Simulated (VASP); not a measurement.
# MoS2 (P6_3/mmc) in VASP: single point with HSE06

Aim: the single point of MoS2 with HSE06.

Everything below comes from runs of VASP 6.6.1. Logs are shortened: lines on timing, memory, paths and dates and some standing lists are left out, and cuts for length are marked.

## (1) The cell of the first run

It takes space group P6_3/mmc (No. 194, hexagonal). Conventional cell: a = 3.160 Å, b = 3.160 Å, c = 12.294 Å, α = 90.00°, β = 90.00°, γ = 120.00°. Within 3.2 Å of Mo (site symmetry -6m2) lie 6 S at 2.42 Å and 6 Mo at 3.16 Å. S (site symmetry 3m) has 3 Mo at 2.42 Å and 7 S at 3.16 to 3.17 Å within 3.2 Å.

## (2) Single point, HSE06

POSCAR reads:

```
MoS2
1.0
    3.1600000000      0.0000000000      0.0000000000
   -1.5800000000      2.7366402800      0.0000000000
    0.0000000000      0.0000000000     12.2940000000
Mo S
2 4
Direct
    0.3333333300      0.6666666700      0.2500000000
    0.6666666700      0.3333333300      0.7500000000
    0.3333333300      0.6666666700      0.6210000000
    0.6666666700      0.3333333300      0.3790000000
    0.6666666700      0.3333333300      0.1210000000
    0.3333333300      0.6666666700      0.8790000000
```

INCAR.step1 reads:

```
PREC     = Accurate       # precision mode
ENCUT    = 520            # plane-wave cutoff, eV
EDIFF    = 1E-5           # SCF threshold, eV
ISMEAR   = 0              # smearing method
SIGMA    = 0.03           # smearing width, eV
LREAL    = F              # projectors in reciprocal space
LASPH    = T              # aspherical terms in the spheres
NELM     = 80             # most SCF steps
ALGO     = Normal         # electronic algorithm
ISIF     = 2              # what is computed and relaxed
LWAVE    = T              # write WAVECAR
GGA      = PE             # functional
NBANDS   = 35             # bands
KPAR     = 4
```

INCAR.step2 reads:

```
PREC     = Accurate       # precision mode
ENCUT    = 520            # plane-wave cutoff, eV
EDIFF    = 1E-6           # SCF threshold, eV
ISMEAR   = 0              # smearing method
SIGMA    = 0.03           # smearing width, eV
LREAL    = F              # projectors in reciprocal space
LASPH    = T              # aspherical terms in the spheres
NELM     = 80             # most SCF steps
ALGO     = Normal         # electronic algorithm
ISIF     = 2              # what is computed and relaxed
LWAVE    = F              # write WAVECAR
LCHARG   = T              # write CHGCAR
GGA      = PE             # functional
LHFCALC  = T              # exact exchange
HFSCREEN = 0.2079         # screening, 1/A
PRECFOCK = Fast         
LVHAR    = T            
ISTART   = 1            
NBANDS   = 35             # bands
KPAR     = 4
```

KPOINTS reads:

```
regular mesh
0
Gamma
  6 6 2
```

Potentials or basis: VASP PAW PBE potentials, release 64 (Mo_sv, S).

Run with:

```
$ cat potpaw_PBE.64/Mo_sv/POTCAR potpaw_PBE.64/S/POTCAR > POTCAR
$ cp INCAR.step1 INCAR
$ mpirun -np 4 vasp_std > vasp.out
$ cp INCAR.step2 INCAR
$ mpirun -np 4 vasp_std > vasp.out
```

OUTCAR:

```text
PREC = Accurate
   ENCUT = 520
   EDIFF = 1E-6
   ISMEAR = 0
   LREAL = F
   LASPH = T
   NELM = 80
   ISIF = 2
   GGA = PE
   LHFCALC = T
   HFSCREEN = 0.2079
   PRECFOCK = Fast
   ISTART = 1

 ion  position               nearest neighbor table
   1  0.333  0.667  0.250-   4 2.42   5 2.42   4 2.42   5 2.42   4 2.42   5 2.42
   2  0.667  0.333  0.750-   3 2.42   6 2.42   3 2.42   6 2.42   3 2.42   6 2.42
   3  0.333  0.667  0.621-   2 2.42   2 2.42   2 2.42
   4  0.667  0.333  0.379-   1 2.42   1 2.42   1 2.42
   5  0.667  0.333  0.121-   1 2.42   1 2.42   1 2.42
   6  0.333  0.667  0.879-   2 2.42   2 2.42   2 2.42

  LATTYP: Found a hexagonal cell.
 ALAT       =     3.1600000000
 C/A-ratio  =     3.8905063291

  Lattice vectors:

 A1 = (   3.1600000000,   0.0000000000,   0.0000000000)
 A2 = (  -1.5800000000,   2.7366402800,   0.0000000000)
 A3 = (   0.0000000000,   0.0000000000,  12.2940000000)

Analysis of symmetry for initial positions (statically):
=====================================================================
 Subroutine PRICEL returns:
 Original cell was already a primitive cell.

 Routine SETGRP: Setting up the symmetry group for a
 hexagonal supercell.

 Subroutine GETGRP returns: Found 24 space group operations
 (whereof 12 operations were pure point group operations)
 out of a pool of 24 trial point group operations.

The static configuration has the point symmetry D_3d.
 The point group associated with its full space group is D_6h.

Analysis of symmetry for dynamics (positions and initial velocities):
=====================================================================
 Subroutine PRICEL returns:
 Original cell was already a primitive cell.

 Routine SETGRP: Setting up the symmetry group for a
 hexagonal supercell.

 Subroutine GETGRP returns: Found 24 space group operations
 (whereof 12 operations were pure point group operations)
 out of a pool of 24 trial point group operations.

The dynamic configuration has the point symmetry D_3d.
 The point group associated with its full space group is D_6h.

 Subroutine INISYM returns: Found 24 space group operations
 (whereof 12 operations are pure point group operations),
 and found     1 'primitive' translations

----------------------------------------------------------------------------------------

                                     Primitive cell

  volume of cell :     106.3158

  direct lattice vectors                    reciprocal lattice vectors
     3.160000000  0.000000000  0.000000000     0.316455696  0.182705781  0.000000000
    -1.580000000  2.736640280  0.000000000     0.000000000  0.365411562  0.000000000
     0.000000000  0.000000000 12.294000000     0.000000000  0.000000000  0.081340491

  length of vectors
     3.160000000  3.160000003 12.294000000     0.365411563  0.365411562  0.081340491

  position of ions in fractional coordinates (direct lattice)
     0.333333330  0.666666670  0.250000000
     0.666666670  0.333333330  0.750000000
     0.333333330  0.666666670  0.621000000
     0.666666670  0.333333330  0.379000000
     0.666666670  0.333333330  0.121000000
     0.333333330  0.666666670  0.879000000

  ion indices of the primitive-cell ions
   primitive index   ion index
                 1           1
                 2           2
                 3           3
                 4           4
                 5           5
                 6           6

----------------------------------------------------------------------------------------

 KPOINTS: regular mesh

Automatic generation of k-mesh.
 Grid dimensions read from file:
 generate k-points for:    6    6    2

 Generating k-lattice:

  Cartesian coordinates                     Fractional coordinates (reciprocal lattice)
     0.052742616  0.030450964  0.000000000     0.166666667  0.000000000  0.000000000
     0.000000000  0.060901927  0.000000000     0.000000000  0.166666667  0.000000000
     0.000000000  0.000000000  0.040670246     0.000000000  0.000000000  0.500000000

  Length of vectors
     0.060901927  0.060901927  0.040670246

  Shift w.r.t. Gamma in fractional coordinates (k-lattice)
     0.000000000  0.000000000  0.000000000

 Subroutine IBZKPT returns following result:
 ===========================================

 Found     14 irreducible k-points:

 Following reciprocal coordinates:
            Coordinates               Weight
  0.000000  0.000000  0.000000      1.000000
  0.166667 -0.000000  0.000000      6.000000
  0.333333  0.000000  0.000000      6.000000
  0.500000 -0.000000  0.000000      3.000000
  0.166667  0.166667  0.000000      6.000000
  0.333333  0.166667  0.000000     12.000000
  0.333333  0.333333  0.000000      2.000000
  0.000000  0.000000  0.500000      1.000000
  0.166667 -0.000000  0.500000      6.000000
  0.333333  0.000000  0.500000      6.000000
  0.500000 -0.000000  0.500000      3.000000
  0.166667  0.166667  0.500000      6.000000
  0.333333  0.166667  0.500000     12.000000
  0.333333  0.333333  0.500000      2.000000
   k-points           NKPTS =     14   k-points in BZ     NKDIM =     72   number of bands    NBANDS=     35
   number of dos      NEDOS =    301   number of ions     NIONS =      6
   total plane-waves  NPLWV =  55296
   dimension x,y,z NGX =    24 NGY =   24 NGZ =   96
   dimension x,y,z NGXF=    48 NGYF=   48 NGZF=  192
   ions per type =               2   4
   NGX,Y,Z   is equivalent  to a cutoff of  12.63, 12.63, 12.98 a.u.
   NGXF,Y,Z  is equivalent  to a cutoff of  25.25, 25.25, 25.96 a.u.
 SYSTEM =  unknown system
   PREC   = accura    normal or accurate (medium, high low for compatibility)
   ISTART =      1    job   : 0-new  1-cont  2-samecut
   ICHARG =      0    charge: 1-file 2-atom 10-const
   ISPIN  =      1    spin polarized calculation?
   LNONCOLLINEAR =      F non collinear calculations
   LSORBIT =      F    spin-orbit coupling
   LASPH  =      T    aspherical Exc in radial PAW
   ENCUT  =  520.0 eV  38.22 Ry    6.18 a.u.   5.88  5.88 22.86*2*pi/ulx,y,z
   NELM   =     80;   NELMIN=  2; NELMDL=  0     # of ELM steps
   EDIFF  = 0.1E-05   stopping-criterion for ELM
   LREAL  =      F    real-space projection
   EDIFFG = 0.1E-04   stopping-criterion for IOM
   NSW    =      0    number of steps for IOM
   IBRION =     -1    ionic relax: 0-MD 1-quasi-New 2-CG
   NFREE  =      0    steps in history (QN), initial steepest desc. (CG)
   ISIF   =      2    stress and relaxation
   ISYM   =      3    0-nonsym 1-usesym 2-fastsym
   POTIM  = 0.5000    time-step for ionic-motion
   TEBEG  =    0.0;   TEEND  =   0.0 temperature during run
   PSTRESS=    0.0 pullay stress
   NELECT =      52.0000    total number of electrons
   NUPDOWN=      -1.0000    fix difference up-down
   EMIN   =  10.00;   EMAX   =-10.00  energy-range for DOS
   EFERMI =   0.00;   METHOD = LEGACY
   ISMEAR =     0;   SIGMA  =   0.03  broadening in eV -4-tet -1-fermi 0-gaus
   EFERMI_NEDOS =   21; number of points for ismear=-14 and -15
   IALGO  =     38    algorithm
   IMIX   =      1    mixing-type and parameters
     AMIX     =   0.40;   BMIX     =  1.00
     AMIX_MAG =   1.60;   BMIX_MAG =  1.00
  volume/ion in A,a.u.               =      17.72       119.58
  Fermi-wavevector in a.u.,A,eV,Ry     =   1.289862  2.437486 22.636614  1.663744
  Thomas-Fermi vector in A             =   2.421729
   LORBIT       =      0    0 simple, 1 ext, 2 COOP (PROOUT), +10 PAW based schemes
   GGA     = PE    functional components
   LHFCALC =     T    Hartree Fock is set to
   PRECFOCK=fast      Normal, Fast or Accurate (Low or Medium for compatibility)
   ENCUT4O =  -1.0   cutoff for four orbital integrals eV
   NKREDX  =     1    reduce k-point grid by
   NKREDY  =     1    reduce k-point grid by
   NKREDZ  =     1    reduce k-point grid by
   AEXX    =    0.2500 exact exchange contribution
   HFSCREEN=    0.2079 screening length (either q_TF or 0.3 A-1)
   HFSCREENC=   0.2079 screening length for correlation (either q_TF or 0.3 A-1)
   ENCUTFOCK=  -1.0 apply spherical cutoff to Coloumb kernel
   IVDW    =     0    specifies the selected vdW correction
   LEPSILON=     F    determine dielectric tensor
   LRPA    =     F    only Hartree local field effects (RPA)
 non-spin polarized calculation
 Gauss-broadening in eV      SIGMA  =   0.03
  energy-cutoff  :      520.00
  volume of cell :      106.32
 maximum number of plane-waves:      2880
 NGX is ok and might be reduce to    24
  NGX = 14; NGY = 14; NGZ = 54

 number of electron      51.9999998 magnetization

 Free energy of the ion-electron system (eV)
  ---------------------------------------------------
  ext. energy  EPLUGINS =         0.00000000
  ---------------------------------------------------
  free energy    TOTEN  =       -52.19486340 eV

  energy without entropy =      -52.19486340  energy(sigma->0) =      -52.19486340

 E-fermi :   7.4633     XC(G=0):  -8.9800

 val. band max:        7.1486761465   @ k =   0.0000   0.0000   0.0000
 cond. band min:       8.5715324993   @ k =   0.1667   0.1667   0.0000
 fundamental gap:      1.4228563528
 Fermi energy:         7.4633264449

 k-point     1 :       0.0000    0.0000    0.0000
  band No.  band energies     occupation
      1     -58.3397      2.00000
      2     -58.3397      2.00000
      3     -31.0684      2.00000
      4     -31.0682      2.00000
      5     -30.7940      2.00000
      6     -30.7940      2.00000
[... 27 lines left out ...]
     34      10.3437      0.00000
     35      13.7140      0.00000

 k-point     2 :       0.1667   -0.0000    0.0000
  band No.  band energies     occupation
      1     -58.3275      2.00000
      2     -58.3275      2.00000
      3     -31.0450      2.00000
      4     -31.0447      2.00000
      5     -30.9159      2.00000
      6     -30.9158      2.00000
[... 27 lines left out ...]
     34      10.7983      0.00000
     35      15.2857      0.00000

 k-point     3 :       0.3333    0.0000    0.0000
  band No.  band energies     occupation
      1     -58.3032      2.00000
      2     -58.3031      2.00000
      3     -31.1534      2.00000
      4     -31.1533      2.00000
      5     -30.9974      2.00000
      6     -30.9971      2.00000
[... 27 lines left out ...]
     34      11.6910      0.00000
     35      14.7726      0.00000
[... 343 lines left out ...]
 k-point    13 :       0.3333    0.1667    0.5000
  band No.  band energies     occupation
      1     -58.2909      2.00000
      2     -58.2909      2.00000
      3     -31.2089      2.00000
      4     -31.2089      2.00000
      5     -30.9735      2.00000
      6     -30.9735      2.00000
[... 27 lines left out ...]
     34      11.9156      0.00000
     35      14.6991      0.00000

 k-point    14 :       0.3333    0.3333    0.5000
  band No.  band energies     occupation
      1     -58.2848      2.00000
      2     -58.2848      2.00000
      3     -31.1405      2.00000
      4     -31.1405      2.00000
      5     -31.1085      2.00000
      6     -31.1084      2.00000
[... 27 lines left out ...]
     34      12.3607      0.00000
     35      14.8136      0.00000

------------------------ aborting loop because EDIFF is reached ----------------------------------------

  FORCE on cell =-STRESS in cart. coord.  units (eV):
  Direction    XX          YY          ZZ          XY          YZ          ZX
  --------------------------------------------------------------------------------------
  -------------------------------------------------------------------------------------
  Total       -2.1523003     -2.1523003     -4.0898975      0.0000000      0.0000000      0.0000000
  in kB      -32.4351150    -32.4351151    -61.6346598      0.0000000      0.0000000      0.0000000
  external PRESSURE =     -42.1682966 kB  Pullay stress =       0.0000000 kB

 VOLUME and BASIS-vectors are now :
 -----------------------------------------------------------------------------
  energy-cutoff  :      520.00
  volume of cell :      106.32
      direct lattice vectors                 reciprocal lattice vectors
     3.160000000  0.000000000  0.000000000     0.316455696  0.182705781  0.000000000
    -1.580000000  2.736640280  0.000000000     0.000000000  0.365411562  0.000000000
     0.000000000  0.000000000 12.294000000     0.000000000  0.000000000  0.081340491

 POSITION                                       TOTAL-FORCE (eV/Angst)
 -----------------------------------------------------------------------------------
     -0.00000      1.82443      3.07350         0.000000      0.000000      0.000000
      1.58000      0.91221      9.22050        -0.000000      0.000000      0.000000
     -0.00000      1.82443      7.63457        -0.000000      0.000000      0.986636
      1.58000      0.91221      4.65943         0.000000     -0.000000     -0.986636
      1.58000      0.91221      1.48757         0.000000      0.000000      0.986636
     -0.00000      1.82443     10.80643        -0.000000      0.000000     -0.986636
 -----------------------------------------------------------------------------------
    total drift:                               -0.000000      0.000000     -0.000000

  FREE ENERGIE OF THE ION-ELECTRON SYSTEM (eV)
  ---------------------------------------------------
  free  energy   TOTEN  =       -52.1948634045 eV

  energy  without entropy=      -52.1948634045  energy(sigma->0) =      -52.19486340
```

Run time: 26 min. Hardware: 4 MPI ranks of AMD EPYC 7R13 (Zen 3), shared host; peak memory 0.35 GiB.

Results:

```
Free energy            : -52.1949 eV
Pressure               : -4.2 GPa
Largest force          : 0.987 eV/Å
Band gap on the k mesh : 1.42 eV (least direct gap 2.18 eV)
```

Forces in eV/Å, atoms in the order of the input:
```
Mo   0.000  0.000  0.000
Mo   0.000  0.000  0.000
S    0.000  0.000  0.987
S    0.000  0.000 -0.987
S    0.000  0.000  0.987
S    0.000  0.000 -0.987
```

Levels at points of the mesh, in eV from the valence-band top:
```csv
k point,band 22,band 23,band 24,band 25,band 26,band 27,band 28,band 29,band 30,band 31
"(0.00, 0.00, 0.00)",-2.14,-2.14,-1.35,-1.29,0.00,2.90,2.90,2.94,2.94,2.97
"(0.50, 0.00, 0.00)",-2.83,-1.82,-1.58,-1.53,-1.39,2.36,2.42,2.74,3.07,3.71
"(0.00, 0.00, 0.50)",-2.17,-2.17,-2.17,-0.30,-0.30,2.90,2.90,2.90,2.90,3.10
"(0.50, 0.00, 0.50)",-3.00,-1.70,-1.70,-1.45,-1.45,2.38,2.38,2.92,2.92,4.10
```

Caveat: the cell stands under tension; the PAW data sets were made with another functional, which shifts forces and pressure a little; this functional lacks dispersion, which binds layers or chains, so the pressure and a relaxed spacing across them are unreliable. A k mesh can miss the band edges.
